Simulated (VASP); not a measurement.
A run of VASP 6.6.1 is set up as follows.

The input INCAR:

```
SYSTEM = CdS
  PREC = Accurate
  ENCUT = 520
  EDIFF = 1E-6
  ISMEAR = -1
  SIGMA = 0.02
  LREAL = .False.
  LASPH = .True.
  NELM = 100
  ALGO = Normal
  ISIF = 2
  LWAVE = .False.
  LCHARG = .False.
  GGA = PE
  NBANDS = 16
```

KPOINTS

```
Automatic mesh
0
Gamma
  8 8 8
  0 0 0
```

File POSCAR:

```
CdS
1.0
    0.0000000000      2.9121731224      2.9121731224
    2.9121731224      0.0000000000      2.9121731224
    2.9121731224      2.9121731224      0.0000000000
Cd S
1 1
Direct
    0.0000000000      0.0000000000      0.0000000000
    0.2500000000      0.2500000000      0.2500000000
```

Potentials or basis: VASP PAW PBE potentials, release 64 (Cd, S).

Run with:

```bash
$ cat potpaw_PBE.64/Cd/POTCAR potpaw_PBE.64/S/POTCAR > POTCAR
$ mpirun -np 1 vasp_std > vasp.out
```

**Question.** Estimate the band gap on the k mesh.

**Answer.** 1.16 eV, direct.

**Question.** What does it give for the pressure?

**Answer.** 3.5 GPa.

Caveat: the cell differs from its parent crystal (strain -0.9%).
